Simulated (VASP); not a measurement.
# Ga (Pm-3m) in VASP: settings compared, part 2 of 2

VASP 6.6.1. The steps go on from the part before.

### 3 Relaxation of cell and atoms, BLYP

Input file INCAR:

```
SYSTEM = Ga
PREC = Accurate
ENCUT = 600
EDIFF = 1E-6
ISMEAR = -1
SIGMA = 0.05
LREAL = .FALSE.
LASPH = .TRUE.
NELM = 100
ALGO = Fast
ISIF = 3
LWAVE = .FALSE.
LCHARG = .FALSE.
GGA = B5
ALDAX = 1.0
AGGAX = 1.0
AGGAC = 1.0
ALDAC = 0.0
IBRION = 2
NSW = 60
EDIFFG = -0.01
```

Input file KPOINTS:

```
Automatic mesh
0
G
  10 10 10
  0 0 0
```

Input file POSCAR:

```
Ga
1.0
    2.7164800000      0.0000000000      0.0000000000
    0.0000000000      2.7164800000      0.0000000000
    0.0000000000      0.0000000000      2.7164800000
Ga
1
Direct
    0.0000000000      0.0000000000      0.0000000000
```

Potentials or basis: VASP PAW PBE potentials, release 64 (Ga_d).

Launch:

```bash
$ cat potpaw_PBE.64/Ga_d/POTCAR > POTCAR
$ mpirun -np 1 vasp_std > vasp.out
```

OUTCAR:

```text
SYSTEM = Ga
   PREC = Accurate
   ENCUT = 600
   EDIFF = 1E-6
   ISMEAR = -1
   LREAL = .FALSE.
   LASPH = .TRUE.
   NELM = 100
   ISIF = 3
   GGA = B5
   IBRION = 2
   NSW = 60
   EDIFFG = -0.01

 ion  position               nearest neighbor table
   1  0.000  0.000  0.000-

  LATTYP: Found a simple cubic cell.
 ALAT       =     2.7164800000

  Lattice vectors:

 A1 = (   2.7164800000,   0.0000000000,   0.0000000000)
 A2 = (   0.0000000000,   2.7164800000,   0.0000000000)
 A3 = (   0.0000000000,   0.0000000000,   2.7164800000)

Analysis of symmetry for initial positions (statically):
=====================================================================
 Subroutine PRICEL returns:
 Original cell was already a primitive cell.

 Routine SETGRP: Setting up the symmetry group for a
 simple cubic supercell.

 Subroutine GETGRP returns: Found 48 space group operations
 (whereof 48 operations were pure point group operations)
 out of a pool of 48 trial point group operations.

The static configuration has the point symmetry O_h .

Analysis of symmetry for dynamics (positions and initial velocities):
=====================================================================
 Subroutine PRICEL returns:
 Original cell was already a primitive cell.

 Routine SETGRP: Setting up the symmetry group for a
 simple cubic supercell.

 Subroutine GETGRP returns: Found 48 space group operations
 (whereof 48 operations were pure point group operations)
 out of a pool of 48 trial point group operations.

The dynamic configuration has the point symmetry O_h .

 Subroutine INISYM returns: Found 48 space group operations
 (whereof 48 operations are pure point group operations),
 and found     1 'primitive' translations

----------------------------------------------------------------------------------------

                                     Primitive cell

  volume of cell :      20.0456

  direct lattice vectors                    reciprocal lattice vectors
     2.716480000  0.000000000  0.000000000     0.368123454  0.000000000  0.000000000
     0.000000000  2.716480000  0.000000000     0.000000000  0.368123454  0.000000000
     0.000000000  0.000000000  2.716480000     0.000000000  0.000000000  0.368123454

  length of vectors
     2.716480000  2.716480000  2.716480000     0.368123454  0.368123454  0.368123454

  position of ions in fractional coordinates (direct lattice)
     0.000000000  0.000000000  0.000000000

  ion indices of the primitive-cell ions
   primitive index   ion index
                 1           1

----------------------------------------------------------------------------------------

 KPOINTS: Automatic mesh

Automatic generation of k-mesh.
 Grid dimensions read from file:
 generate k-points for:   10   10   10

 Generating k-lattice:

  Cartesian coordinates                     Fractional coordinates (reciprocal lattice)
     0.036812345  0.000000000  0.000000000     0.100000000  0.000000000  0.000000000
     0.000000000  0.036812345  0.000000000     0.000000000  0.100000000  0.000000000
     0.000000000  0.000000000  0.036812345     0.000000000  0.000000000  0.100000000

  Length of vectors
     0.036812345  0.036812345  0.036812345

  Shift w.r.t. Gamma in fractional coordinates (k-lattice)
     0.000000000  0.000000000  0.000000000

 Subroutine IBZKPT returns following result:
 ===========================================

 Found     56 irreducible k-points:

 Following reciprocal coordinates:
            Coordinates               Weight
  0.000000  0.000000  0.000000      1.000000
  0.100000  0.000000  0.000000      6.000000
  0.200000  0.000000  0.000000      6.000000
  0.300000  0.000000  0.000000      6.000000
  0.400000  0.000000  0.000000      6.000000
  0.500000  0.000000  0.000000      3.000000
[... 16 lines left out ...]
  0.200000  0.100000  0.100000     24.000000
  0.300000  0.100000  0.100000     24.000000
 [... further k-points ...]
   k-points           NKPTS =     56   k-points in BZ     NKDIM =     56   number of bands    NBANDS=     10
   number of dos      NEDOS =    301   number of ions     NIONS =      1
   total plane-waves  NPLWV =  13824
   dimension x,y,z NGX =    24 NGY =   24 NGZ =   24
   dimension x,y,z NGXF=    48 NGYF=   48 NGZF=   48
   ions per type =               1
   NGX,Y,Z   is equivalent  to a cutoff of  14.69, 14.69, 14.69 a.u.
   NGXF,Y,Z  is equivalent  to a cutoff of  29.38, 29.38, 29.38 a.u.
 SYSTEM =  Ga
   PREC   = accura    normal or accurate (medium, high low for compatibility)
   ISTART =      0    job   : 0-new  1-cont  2-samecut
   ICHARG =      2    charge: 1-file 2-atom 10-const
   ISPIN  =      1    spin polarized calculation?
   LNONCOLLINEAR =      F non collinear calculations
   LSORBIT =      F    spin-orbit coupling
   LASPH  =      T    aspherical Exc in radial PAW
   ENCUT  =  600.0 eV  44.10 Ry    6.64 a.u.   5.43  5.43  5.43*2*pi/ulx,y,z
   NELM   =    100;   NELMIN=  2; NELMDL= -5     # of ELM steps
   EDIFF  = 0.1E-05   stopping-criterion for ELM
   LREAL  =      F    real-space projection
   EDIFFG = -.1E-01   stopping-criterion for IOM
   NSW    =     60    number of steps for IOM
   IBRION =      2    ionic relax: 0-MD 1-quasi-New 2-CG
   NFREE  =      1    steps in history (QN), initial steepest desc. (CG)
   ISIF   =      3    stress and relaxation
   ISYM   =      2    0-nonsym 1-usesym 2-fastsym
   POTIM  = 0.5000    time-step for ionic-motion
   TEBEG  =    0.0;   TEEND  =   0.0 temperature during run
   PSTRESS=    0.0 pullay stress
   NELECT =      13.0000    total number of electrons
   NUPDOWN=      -1.0000    fix difference up-down
   EMIN   =  10.00;   EMAX   =-10.00  energy-range for DOS
   EFERMI =   0.00;   METHOD = LEGACY
   ISMEAR =    -1;   SIGMA  =   0.05  broadening in eV -4-tet -1-fermi 0-gaus
   EFERMI_NEDOS =   21; number of points for ismear=-14 and -15
   IALGO  =     68    algorithm
   IMIX   =      4    mixing-type and parameters
     AMIX     =   0.40;   BMIX     =  1.00
     AMIX_MAG =   1.60;   BMIX_MAG =  1.00
  volume/ion in A,a.u.               =      20.05       135.27
  Fermi-wavevector in a.u.,A,eV,Ry     =   1.417042  2.677821 27.320614  2.008008
  Thomas-Fermi vector in A             =   2.538314
   LORBIT       =      0    0 simple, 1 ext, 2 COOP (PROOUT), +10 PAW based schemes
   GGA     = B5    functional components
   LHFCALC =     F    Hartree Fock is set to
   AEXX    =    0.0000 exact exchange contribution
   IVDW    =     0    specifies the selected vdW correction
   LEPSILON=     F    determine dielectric tensor
   LRPA    =     F    only Hartree local field effects (RPA)
 conjugate gradient relaxation of ions
 non-spin polarized calculation
 RMM-DIIS sequential band-by-band and
  energy-cutoff  :      600.00
  volume of cell :       20.05
 maximum number of plane-waves:       691
 NGX is ok and might be reduce to    24
   NGX = 11   NGY = 11   NGZ = 11

--------------------------------------- Ionic step        1  -------------------------------------------

 number of electron      13.0000005 magnetization

 Free energy of the ion-electron system (eV)
  ---------------------------------------------------
  ext. energy  EPLUGINS =         0.00000000
  ---------------------------------------------------
  free energy    TOTEN  =        -2.11233245 eV

  energy without entropy =       -2.10725332  energy(sigma->0) =       -2.10979288

 E-fermi :   5.2332     XC(G=0): -10.0435

 val. band max:        5.1721542129   @ k =   0.4000   0.3000   0.2000
 cond. band min:       5.2517520377   @ k =   0.4000   0.4000   0.1000
 fundamental gap:      0.0795978248
 Fermi energy:         5.2331626908

 k-point     1 :       0.0000    0.0000    0.0000
  band No.  band energies     occupation
      1      -9.9832      2.00000
      2      -9.9832      2.00000
      3      -9.4662      2.00000
      4      -9.4662      2.00000
      5      -9.4662      2.00000
      6      -5.3447      2.00000
      7      14.0598      0.00000
      8      14.0598      0.00000
      9      14.0598      0.00000
     10      17.2829      0.00000
[... 792 lines left out ...]
  energy  without entropy=       -2.1408349447  energy(sigma->0) =       -2.14327244

--------------------------------------- Ionic step        6  -------------------------------------------

 number of electron      12.9999995 magnetization

 Free energy of the ion-electron system (eV)
  ---------------------------------------------------
  ext. energy  EPLUGINS =         0.00000000
  ---------------------------------------------------
  free energy    TOTEN  =        -2.14607316 eV

  energy without entropy =       -2.14119583  energy(sigma->0) =       -2.14363449

 E-fermi :   4.3704     XC(G=0):  -9.5033

 val. band max:        4.2976892696   @ k =   0.4000   0.3000   0.2000
 cond. band min:       4.4127073994   @ k =   0.4000   0.4000   0.1000
 fundamental gap:      0.1150181297
 Fermi energy:         4.3703793651

 k-point     1 :       0.0000    0.0000    0.0000
  band No.  band energies     occupation
      1     -10.7710      2.00000
      2     -10.7710      2.00000
      3     -10.3781      2.00000
      4     -10.3781      2.00000
      5     -10.3781      2.00000
      6      -5.5429      2.00000
      7      12.3862      0.00000
      8      12.3862      0.00000
      9      12.3862      0.00000
     10      15.6714      0.00000
[... 327 lines left out ...]
  FREE ENERGIE OF THE ION-ELECTRON SYSTEM (eV)
  ---------------------------------------------------
  free  energy   TOTEN  =        -2.1460731594 eV

  energy  without entropy=       -2.1411958298  energy(sigma->0) =       -2.14363449

 reached required accuracy - stopping structural energy minimisation
```

Run time: 37 s. Hardware: 1 thread of Intel Xeon 6975P-C (Granite Rapids), shared host; peak memory 0.15 GiB.

What came out:

* Free energy: -2.1461 eV
* Relaxed volume: 22.46 Å³/atom
* Relaxed cell: a = 2.821 Å, b = 2.821 Å, c = 2.821 Å, α = 90.00°, β = 90.00°, γ = 90.00°
* Space group after relaxing (to 0.05 Å): Pm-3m (No. 221)
* Energy gained by relaxing: 33.7 meV/atom
* Ionic steps: 6
* Pressure after relaxing: -0.1 GPa

The path:
| step | energy change (eV) | largest force (eV/Å) | pressure (GPa) | volume (Å³) |
| --- | --- | --- | --- | --- |
| 1 | 0.0000 | 0.0000 | 5.03 | 20.05 |
| 2 | -0.0324 | 0.0000 | 0.20 | 21.93 |
| 3 | -0.0327 | 0.0000 | 0.69 | 22.00 |
| 4 | -0.0329 | 0.0000 | 0.62 | 22.04 |
| 5 | -0.0334 | 0.0000 | 0.28 | 22.18 |
| 6 | -0.0337 | 0.0000 | -0.07 | 22.46 |

Final structure:
```yaml
crystal:
  lattice:
    - [2.82148, 0.00000, 0.00000]
    - [0.00000, 2.82148, 0.00000]
    - [0.00000, 0.00000, 2.82148]
  atoms:
    - { symbol: Ga, position: [0.00000, 0.00000, 0.00000] }
```

Levels at points of the mesh, in eV from the Fermi level:
```csv
k point,band 3,band 4,band 5,band 6,band 7,band 8,band 9,band 10
"(0.00, 0.00, 0.00)",-14.75,-14.75,-14.75,-9.91,8.02,8.02,8.02,11.30
"(0.50, 0.00, 0.00)",-14.85,-14.85,-14.74,-6.22,-3.52,10.87,10.87,14.50
"(0.50, 0.50, 0.00)",-14.84,-14.84,-14.64,-2.38,-0.58,-0.58,4.60,13.71
"(0.50, 0.50, 0.50)",-15.00,-14.63,-14.63,2.07,2.22,2.22,2.22,8.09
```

Caveat: the PAW data sets were made with another functional, which shifts forces and pressure a little.

### 4 Single point, PBE

Input file INCAR:

```
SYSTEM = Ga
PREC = Accurate
ENCUT = 520
EDIFF = 1E-7
ISMEAR = 0
SIGMA = 0.011
LREAL = .False.
LASPH = .True.
NELM = 100
ALGO = Fast
ISIF = 2
LWAVE = .False.
LCHARG = .True.
GGA = PE
LELF = .True.
LVHAR = .True.
NBANDS = 12
```

Input file KPOINTS:

```
Automatic mesh
0
Gamma
  10 10 10
  0 0 0
```

POSCAR is that of step 3.

Launch:

```bash
$ cat potpaw_PBE.64/Ga_d/POTCAR > POTCAR
$ mpirun -np 1 vasp_std > vasp.out
```

Wall time 4.9 s (1 thread of Intel Xeon 6975P-C (Granite Rapids), shared host); peak memory 0.12 GiB.

The run converged. Its results:

| Item | Value |
| --- | --- |
| Free energy | -2.8282 eV |
| Pressure | 0.5 GPa |

Levels at points of the mesh, in eV from the Fermi level:
```
           k point  band 4  band 5  band 6  band 7  band 8  band 9
(0.00, 0.00, 0.00)  -14.60  -14.60  -10.57    8.95    8.95    8.95
(0.50, 0.00, 0.00)  -14.74  -14.58   -6.21   -4.11   12.37   12.37
(0.50, 0.50, 0.00)  -14.72  -14.46   -1.66   -0.67   -0.67    4.21
(0.50, 0.50, 0.50)  -14.45  -14.45    2.62    2.62    2.62    3.76
```

### 5 Single point, PBE

This run uses another cell than the first one, of 20.16 Å³/atom, 1.006 times its volume.

Input file INCAR:

```
PREC = Accurate
ENCUT = 520
EDIFF = 1E-6
ISMEAR = -1
SIGMA = 0.05
LREAL = F
LASPH = T
NELM = 100
ALGO = Normal
ISIF = 2
LWAVE = F
LCHARG = F
GGA = PE
NBANDS = 12
```

Input file KPOINTS:

```
regular mesh
0
Gamma
  10 10 10
```

Input file POSCAR:

```
Ga
1.0
    2.7218474715      0.0000000000      0.0000000000
    0.0000000000      2.7218474715      0.0000000000
    0.0000000000      0.0000000000      2.7218474715
Ga
1
Direct
    0.0000000000      0.0000000000      0.0000000000
```

Launch:

```bash
$ cat potpaw_PBE.64/Ga_d/POTCAR > POTCAR
$ mpirun -np 1 vasp_std > vasp.out
```

Wall time 3.5 s (1 thread of Intel Xeon 6975P-C (Granite Rapids), shared host); peak memory 0.12 GiB.

The run converged. Its results:

```yaml
Free_energy: -2.8314 eV
Pressure: 0.1 GPa
```

Levels at points of the mesh, in eV from the Fermi level:
```
           k point  band 3  band 4  band 5  band 6  band 7  band 8  band 9  band 10
(0.00, 0.00, 0.00)  -14.61  -14.61  -14.61  -10.54    8.90    8.90    8.90    11.83
(0.50, 0.00, 0.00)  -14.75  -14.75  -14.60   -6.21   -4.08   12.30   12.30    15.52
(0.50, 0.50, 0.00)  -14.73  -14.73  -14.47   -1.69   -0.67   -0.67    4.21    15.77
(0.50, 0.50, 0.50)  -14.94  -14.47  -14.47    2.60    2.60    2.60    3.68     8.16
```

### 6 Single point, LDA

Input file INCAR:

```
PREC     = Accurate       # precision mode
ENCUT    = 520            # plane-wave cutoff, eV
EDIFF    = 1E-6           # SCF threshold, eV
ISMEAR   = -1             # smearing method
SIGMA    = 0.05           # smearing width, eV
LREAL    = False          # projectors in reciprocal space
LASPH    = True           # aspherical terms in the spheres
NELM     = 100            # most SCF steps
ALGO     = Fast           # electronic algorithm
ISIF     = 2              # what is computed and relaxed
LWAVE    = False          # write WAVECAR
LCHARG   = False          # write CHGCAR
GGA      = CA             # functional
NBANDS   = 12             # bands
```

KPOINTS is that of step 5.

Input file POSCAR:

```
Ga
1.0
    2.7164800000      0.0000000000      0.0000000000
    0.0000000000      2.7164800000      0.0000000000
    0.0000000000      0.0000000000      2.7164800000
Ga
1
Direct
    0.0000000000      0.0000000000      0.0000000000
```

Potentials or basis: VASP PAW LDA potentials, release 64 (Ga_d).

Launch:

```bash
$ cat potpaw_LDA.64/Ga_d/POTCAR > POTCAR
$ mpirun -np 1 vasp_std > vasp.out
```

Wall time 3.7 s (1 thread of Intel Xeon 6975P-C (Granite Rapids), shared host); peak memory 0.12 GiB.

It converged, with:

```
Free energy : -3.4936 eV
Pressure    : -4.5 GPa
```

Levels at points of the mesh, in eV from the Fermi level:
| k point | band 3 | band 4 | band 5 | band 6 | band 7 | band 8 | band 9 | band 10 |
| --- | --- | --- | --- | --- | --- | --- | --- | --- |
| (0.00, 0.00, 0.00) | -14.67 | -14.67 | -14.67 | -10.57 | 8.88 | 8.88 | 8.88 | 11.97 |
| (0.50, 0.00, 0.00) | -14.81 | -14.81 | -14.66 | -6.25 | -4.06 | 12.24 | 12.24 | 15.63 |
| (0.50, 0.50, 0.00) | -14.79 | -14.79 | -14.54 | -1.75 | -0.66 | -0.66 | 4.32 | 15.66 |
| (0.50, 0.50, 0.50) | -15.01 | -14.53 | -14.53 | 2.58 | 2.58 | 2.58 | 3.59 | 8.29 |

### 7 Summary

| task | level | potentials or basis | cell | cutoff (eV) | smearing | gap on the mesh (eV) | pressure (GPa) | relaxed volume (Å³/atom) |
| --- | --- | --- | --- | --- | --- | --- | --- | --- |
| relaxation of cell and atoms | revPBE | VASP PAW PBE potentials, release 64 (Ga_d) | relaxed from a = 2.716 Å, 1 atom | 600 | fermi-dirac 0.05 eV | none | 0.1 | 20.85 |
| relaxation of cell and atoms | BLYP | VASP PAW PBE potentials, release 64 (Ga_d) | relaxed from a = 2.716 Å, 1 atom | 600 | fermi-dirac 0.05 eV | none | -0.1 | 22.46 |
| single point | PBE | VASP PAW PBE potentials, release 64 (Ga_d) | a = 2.716 Å, 1 atom | 520 | gaussian 0.011 eV | none | 0.5 | - |
| single point | PBE | VASP PAW PBE potentials, release 64 (Ga_d) | a = 2.722 Å, 1 atom | 520 | fermi-dirac 0.05 eV | none | 0.1 | - |
| single point | LDA | VASP PAW LDA potentials, release 64 (Ga_d) | a = 2.716 Å, 1 atom | 520 | fermi-dirac 0.05 eV | none | -4.5 | - |

Alike in all rows: no spin polarisation; k mesh 10 × 10 × 10.

Caveats: the PAW data sets were made with another functional, which shifts forces and pressure a little (some runs).

Absolute energies hang on the potentials; compare differences alone.
